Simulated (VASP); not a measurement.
# ZnS (F-43m) in VASP: further runs

The runs below take ZnS through electric field gradients, with PBE.

All numbers are computed with VASP 6.6.1; they aren't measurements. Logs are shortened: lines on timing, memory, paths and dates and some standing lists are left out, and cuts for length are marked.

**1. The cell of the first run**

It takes space group F-43m (No. 216, cubic). The conventional cell has a = 5.445 Å, b = 5.445 Å, c = 5.445 Å, α = 90.00°, β = 90.00°, γ = 90.00°. Zn (site symmetry -43m) has 4 S at 2.36 Å within 3.1 Å. Within 3.1 Å of S (site symmetry -43m) lie 4 Zn at 2.36 Å.

**2. Electric field gradients, PBE (volume scaled by 1.02)**

Input file INCAR:

```
SYSTEM = ZnS
PREC = Accurate
ENCUT = 520
EDIFF = 1E-8
ISMEAR = -1
SIGMA = 0.01
LREAL = .False.
LASPH = .True.
NELM = 80
ALGO = Normal
ISIF = 2
LWAVE = .False.
LCHARG = .False.
GGA = PE
LEFG = .True.
NBANDS = 16
```

Input file KPOINTS:

```
Automatic mesh
0
Gamma
  8 8 8
  0 0 0
```

Input file POSCAR:

```
ZnS
1.0
    0.0000000000      2.7225621114      2.7225621114
    2.7225621114      0.0000000000      2.7225621114
    2.7225621114      2.7225621114      0.0000000000
Zn S
1 1
Direct
    0.0000000000      0.0000000000      0.0000000000
    0.7500000000      0.7500000000      0.7500000000
```

Potentials or basis: VASP PAW PBE potentials, release 64 (Zn, S).

Started as:

```sh
> cat potpaw_PBE.64/Zn/POTCAR potpaw_PBE.64/S/POTCAR > POTCAR
> mpirun -np 1 vasp_std > vasp.out
```

OUTCAR:

```text
SYSTEM = ZnS
   PREC = Accurate
   ENCUT = 520
   EDIFF = 1E-8
   ISMEAR = -1
   LREAL = .False.
   LASPH = .True.
   NELM = 80
   ISIF = 2
   GGA = PE

 ion  position               nearest neighbor table
   1  0.000  0.000  0.000-   2 2.36   2 2.36   2 2.36   2 2.36
   2  0.750  0.750  0.750-   1 2.36   1 2.36   1 2.36   1 2.36

  LATTYP: Found a face centered cubic cell.
 ALAT       =     5.4451242228

  Lattice vectors:

 A1 = (   0.0000000000,   2.7225621114,   2.7225621114)
 A2 = (   2.7225621114,   0.0000000000,   2.7225621114)
 A3 = (   2.7225621114,   2.7225621114,   0.0000000000)

Analysis of symmetry for initial positions (statically):
=====================================================================
 Subroutine PRICEL returns:
 Original cell was already a primitive cell.

 Routine SETGRP: Setting up the symmetry group for a
 face centered cubic supercell.

 Subroutine GETGRP returns: Found 24 space group operations
 (whereof 24 operations were pure point group operations)
 out of a pool of 48 trial point group operations.

The static configuration has the point symmetry T_d .

Analysis of symmetry for dynamics (positions and initial velocities):
=====================================================================
 Subroutine PRICEL returns:
 Original cell was already a primitive cell.

 Routine SETGRP: Setting up the symmetry group for a
 face centered cubic supercell.

 Subroutine GETGRP returns: Found 24 space group operations
 (whereof 24 operations were pure point group operations)
 out of a pool of 48 trial point group operations.

The dynamic configuration has the point symmetry T_d .

 Subroutine INISYM returns: Found 24 space group operations
 (whereof 24 operations are pure point group operations),
 and found     1 'primitive' translations

----------------------------------------------------------------------------------------

                                     Primitive cell

  volume of cell :      40.3611

  direct lattice vectors                    reciprocal lattice vectors
     0.000000000  2.722562111  2.722562111    -0.183650539  0.183650539  0.183650539
     2.722562111  0.000000000  2.722562111     0.183650539 -0.183650539  0.183650539
     2.722562111  2.722562111  0.000000000     0.183650539  0.183650539 -0.183650539

  length of vectors
     3.850284262  3.850284262  3.850284262     0.318092065  0.318092065  0.318092065

  position of ions in fractional coordinates (direct lattice)
     0.000000000  0.000000000  0.000000000
     0.750000000  0.750000000  0.750000000

  ion indices of the primitive-cell ions
   primitive index   ion index
                 1           1
                 2           2

----------------------------------------------------------------------------------------

 KPOINTS: Automatic mesh

Automatic generation of k-mesh.
 Grid dimensions read from file:
 generate k-points for:    8    8    8

 Generating k-lattice:

  Cartesian coordinates                     Fractional coordinates (reciprocal lattice)
    -0.022956317  0.022956317  0.022956317     0.125000000  0.000000000  0.000000000
     0.022956317 -0.022956317  0.022956317     0.000000000  0.125000000  0.000000000
     0.022956317  0.022956317 -0.022956317     0.000000000  0.000000000  0.125000000

  Length of vectors
     0.039761508  0.039761508  0.039761508

  Shift w.r.t. Gamma in fractional coordinates (k-lattice)
     0.000000000  0.000000000  0.000000000

 Subroutine IBZKPT returns following result:
 ===========================================

 Found     29 irreducible k-points:

 Following reciprocal coordinates:
            Coordinates               Weight
  0.000000  0.000000  0.000000      1.000000
  0.125000  0.000000  0.000000      8.000000
  0.250000  0.000000  0.000000      8.000000
  0.375000  0.000000  0.000000      8.000000
  0.500000  0.000000  0.000000      4.000000
  0.125000  0.125000  0.000000      6.000000
[... 16 lines left out ...]
  0.500000  0.250000  0.125000     48.000000
 -0.375000  0.250000  0.125000     24.000000
 [... further k-points ...]
   k-points           NKPTS =     29   k-points in BZ     NKDIM =     29   number of bands    NBANDS=     16
   number of dos      NEDOS =    301   number of ions     NIONS =      2
   total plane-waves  NPLWV =  27000
   dimension x,y,z NGX =    30 NGY =   30 NGZ =   30
   dimension x,y,z NGXF=    60 NGYF=   60 NGZF=   60
   ions per type =               1   1
   NGX,Y,Z   is equivalent  to a cutoff of  12.95, 12.95, 12.95 a.u.
   NGXF,Y,Z  is equivalent  to a cutoff of  25.91, 25.91, 25.91 a.u.
 SYSTEM =  ZnS
   PREC   = accura    normal or accurate (medium, high low for compatibility)
   ISTART =      0    job   : 0-new  1-cont  2-samecut
   ICHARG =      2    charge: 1-file 2-atom 10-const
   ISPIN  =      1    spin polarized calculation?
   LNONCOLLINEAR =      F non collinear calculations
   LSORBIT =      F    spin-orbit coupling
   LASPH  =      T    aspherical Exc in radial PAW
   ENCUT  =  520.0 eV  38.22 Ry    6.18 a.u.   7.16  7.16  7.16*2*pi/ulx,y,z
   NELM   =     80;   NELMIN=  2; NELMDL= -5     # of ELM steps
   EDIFF  = 0.1E-07   stopping-criterion for ELM
   LREAL  =      F    real-space projection
   EDIFFG = 0.1E-06   stopping-criterion for IOM
   NSW    =      0    number of steps for IOM
   IBRION =     -1    ionic relax: 0-MD 1-quasi-New 2-CG
   NFREE  =      0    steps in history (QN), initial steepest desc. (CG)
   ISIF   =      2    stress and relaxation
   ISYM   =      2    0-nonsym 1-usesym 2-fastsym
   POTIM  = 0.5000    time-step for ionic-motion
   TEBEG  =    0.0;   TEEND  =   0.0 temperature during run
   PSTRESS=    0.0 pullay stress
   NELECT =      18.0000    total number of electrons
   NUPDOWN=      -1.0000    fix difference up-down
   EMIN   =  10.00;   EMAX   =-10.00  energy-range for DOS
   EFERMI =   0.00;   METHOD = LEGACY
   ISMEAR =    -1;   SIGMA  =   0.01  broadening in eV -4-tet -1-fermi 0-gaus
   EFERMI_NEDOS =   21; number of points for ismear=-14 and -15
   IALGO  =     38    algorithm
   IMIX   =      4    mixing-type and parameters
     AMIX     =   0.40;   BMIX     =  1.00
     AMIX_MAG =   1.60;   BMIX_MAG =  1.00
  volume/ion in A,a.u.               =      20.18       136.19
  Fermi-wavevector in a.u.,A,eV,Ry     =   1.250771  2.363615 21.285343  1.564429
  Thomas-Fermi vector in A             =   2.384750
   LORBIT       =      0    0 simple, 1 ext, 2 COOP (PROOUT), +10 PAW based schemes
   GGA     = PE    functional components
   LHFCALC =     F    Hartree Fock is set to
   AEXX    =    0.0000 exact exchange contribution
   IVDW    =     0    specifies the selected vdW correction
   LEPSILON=     F    determine dielectric tensor
   LRPA    =     F    only Hartree local field effects (RPA)
 non-spin polarized calculation
  energy-cutoff  :      520.00
  volume of cell :       40.36
 maximum number of plane-waves:      1106
 NGX is ok and might be reduce to    30
   NGX = 15   NGY = 15   NGZ = 15

 number of electron      18.0000008 magnetization

 Free energy of the ion-electron system (eV)
  ---------------------------------------------------
  ext. energy  EPLUGINS =         0.00000000
  ---------------------------------------------------
  free energy    TOTEN  =        -6.85238248 eV

  energy without entropy =       -6.85238248  energy(sigma->0) =       -6.85238248

 E-fermi :   2.1227     XC(G=0):  -9.5233

 val. band max:        1.8975189952   @ k =   0.0000   0.0000   0.0000
 cond. band min:       3.9128880277   @ k =   0.0000   0.0000   0.0000
 fundamental gap:      2.0153690324
 Fermi energy:         2.1226624810

 k-point     1 :       0.0000    0.0000    0.0000
  band No.  band energies     occupation
      1     -11.0868      2.00000
      2      -4.3537      2.00000
      3      -4.3537      2.00000
      4      -4.3537      2.00000
      5      -3.8821      2.00000
      6      -3.8821      2.00000
[... 8 lines left out ...]
     15      13.6334      0.00000
     16      13.6415      0.00000
[... 419 lines left out ...]
 k-point    24 :      -0.3750    0.2500    0.1250
  band No.  band energies     occupation
      1     -10.0553      2.00000
      2      -4.2297      2.00000
      3      -4.1772      2.00000
      4      -3.9294      2.00000
      5      -3.8697      2.00000
      6      -3.6240      2.00000
[... 8 lines left out ...]
     15      15.2753      0.00000
     16      16.0533      0.00000

 [... further k-points ...]

------------------------ aborting loop because EDIFF is reached ----------------------------------------

  FORCE on cell =-STRESS in cart. coord.  units (eV):
  Direction    XX          YY          ZZ          XY          YZ          ZX
  --------------------------------------------------------------------------------------
  -------------------------------------------------------------------------------------
  Total        0.0253037      0.0253037      0.0253037      0.0000000      0.0000000     -0.0000000
  in kB        1.0044549      1.0044549      1.0044549      0.0000000      0.0000000     -0.0000000
  external PRESSURE =       1.0044549 kB  Pullay stress =       0.0000000 kB

 VOLUME and BASIS-vectors are now :
 -----------------------------------------------------------------------------
  energy-cutoff  :      520.00
  volume of cell :       40.36
      direct lattice vectors                 reciprocal lattice vectors
     0.000000000  2.722562111  2.722562111    -0.183650539  0.183650539  0.183650539
     2.722562111  0.000000000  2.722562111     0.183650539 -0.183650539  0.183650539
     2.722562111  2.722562111  0.000000000     0.183650539  0.183650539 -0.183650539

 POSITION                                       TOTAL-FORCE (eV/Angst)
 -----------------------------------------------------------------------------------
      0.00000      0.00000      0.00000         0.000000      0.000000      0.000000
      4.08384      4.08384      4.08384        -0.000000     -0.000000     -0.000000
 -----------------------------------------------------------------------------------
    total drift:                                0.000000      0.000000      0.000000

  FREE ENERGIE OF THE ION-ELECTRON SYSTEM (eV)
  ---------------------------------------------------
  free  energy   TOTEN  =        -6.8523824802 eV

  energy  without entropy=       -6.8523824802  energy(sigma->0) =       -6.85238248

 Electric field gradients (V/A^2)
---------------------------------------------------------------------
 ion       V_xx      V_yy      V_zz      V_xy      V_xz      V_yz
---------------------------------------------------------------------
   1       0.000    -0.000    -0.000     0.004     0.004     0.004
   2      -0.000    -0.000    -0.000    -0.000    -0.000    -0.000
---------------------------------------------------------------------

 Electric field gradients after diagonalization (V/A^2)
 (convention: |V_zz| > |V_xx| > |V_yy|)
----------------------------------------------------------------------
 ion       V_xx      V_yy      V_zz     asymmetry (V_yy - V_xx)/ V_zz
----------------------------------------------------------------------
   1      -0.004    -0.004     0.008       0.000
   2       0.000     0.000    -0.000       0.000
----------------------------------------------------------------------

           NMR quadrupolar parameters

 Cq : quadrupolar parameter    Cq=e*Q*V_zz/h
 eta: asymmetry parameters     (V_yy - V_xx)/ V_zz
 Q  : nuclear electric quadrupole moment in mb (millibarn)
----------------------------------------------------------------------
 ion       Cq(MHz)       eta       Q (mb)
----------------------------------------------------------------------
   1       0.000       0.000       1.000
   2      -0.000       0.000       1.000
----------------------------------------------------------------------
```

Run time: 37 s. Hardware: 1 thread of Intel Xeon 8259CL, shared host; peak memory 0.17 GiB.

Results:

```
Free energy            : -6.8524 eV
Pressure               : 0.1 GPa
Band gap on the k mesh : 2.02 eV, direct
```

Caveat: without QUAD_EFG the Cq values of the log hold for a quadrupole moment of 1 mb, not for the nuclei.

**3. Electric field gradients, PBE (volume scaled by 1.02)**

Input file INCAR:

```
PREC = Accurate
ENCUT = 520
EDIFF = 1E-8
ISMEAR = -1
SIGMA = 0.01
LREAL = False
LASPH = True
NELM = 100
ALGO = Normal
ISIF = 2
LWAVE = False
LCHARG = False
GGA = PE
LEFG = True
NBANDS = 16
```

Input file KPOINTS:

```
regular mesh
0
Gamma
  8 8 8
```

POSCAR is that of step 2.

Potentials or basis: VASP PAW PBE potentials, release 64 (Zn, S).

Started as:

```sh
> cat potpaw_PBE.64/Zn/POTCAR potpaw_PBE.64/S/POTCAR > POTCAR
> mpirun -np 1 vasp_std > vasp.out
```

OUTCAR:

```text
PREC = Accurate
   ENCUT = 520
   EDIFF = 1E-8
   ISMEAR = -1
   LREAL = False
   LASPH = True
   NELM = 100
   ISIF = 2
   GGA = PE

 ion  position               nearest neighbor table
   1  0.000  0.000  0.000-   2 2.36   2 2.36   2 2.36   2 2.36
   2  0.750  0.750  0.750-   1 2.36   1 2.36   1 2.36   1 2.36

  LATTYP: Found a face centered cubic cell.
 ALAT       =     5.4451242228

  Lattice vectors:

 A1 = (   0.0000000000,   2.7225621114,   2.7225621114)
 A2 = (   2.7225621114,   0.0000000000,   2.7225621114)
[... 667 lines left out ...]
  FREE ENERGIE OF THE ION-ELECTRON SYSTEM (eV)
  ---------------------------------------------------
  free  energy   TOTEN  =        -6.8523824802 eV

  energy  without entropy=       -6.8523824802  energy(sigma->0) =       -6.85238248

 Electric field gradients (V/A^2)
---------------------------------------------------------------------
 ion       V_xx      V_yy      V_zz      V_xy      V_xz      V_yz
---------------------------------------------------------------------
   1       0.000    -0.000    -0.000     0.004     0.004     0.004
   2      -0.000    -0.000    -0.000    -0.000    -0.000    -0.000
---------------------------------------------------------------------

 Electric field gradients after diagonalization (V/A^2)
 (convention: |V_zz| > |V_xx| > |V_yy|)
----------------------------------------------------------------------
 ion       V_xx      V_yy      V_zz     asymmetry (V_yy - V_xx)/ V_zz
----------------------------------------------------------------------
   1      -0.004    -0.004     0.008       0.000
   2       0.000     0.000    -0.000       0.000
----------------------------------------------------------------------

           NMR quadrupolar parameters

 Cq : quadrupolar parameter    Cq=e*Q*V_zz/h
 eta: asymmetry parameters     (V_yy - V_xx)/ V_zz
 Q  : nuclear electric quadrupole moment in mb (millibarn)
----------------------------------------------------------------------
 ion       Cq(MHz)       eta       Q (mb)
----------------------------------------------------------------------
   1       0.000       0.000       1.000
   2      -0.000       0.000       1.000
----------------------------------------------------------------------
```

Wall time 37 s (1 thread of Intel Xeon 8259CL, shared host); peak memory 0.17 GiB.

What came out:

| Property | Result |
| --- | --- |
| Free energy | -6.8524 eV |
| Pressure | 0.1 GPa |
| Band gap on the k mesh | 2.02 eV, direct |

Levels at points of the mesh, in eV from the valence-band top:
```tsv
k point	band 7	band 8	band 9	band 10	band 11	band 12
(0.00, 0.00, 0.00)	0.00	0.00	0.00	2.02	6.41	6.41
(0.50, 0.00, 0.00)	-5.14	-0.83	-0.83	3.27	6.94	6.94
(0.50, 0.50, 0.00)	-4.47	-2.14	-2.14	3.46	4.07	10.82
```

Caveat: without QUAD_EFG the Cq values of the log hold for a quadrupole moment of 1 mb, not for the nuclei.
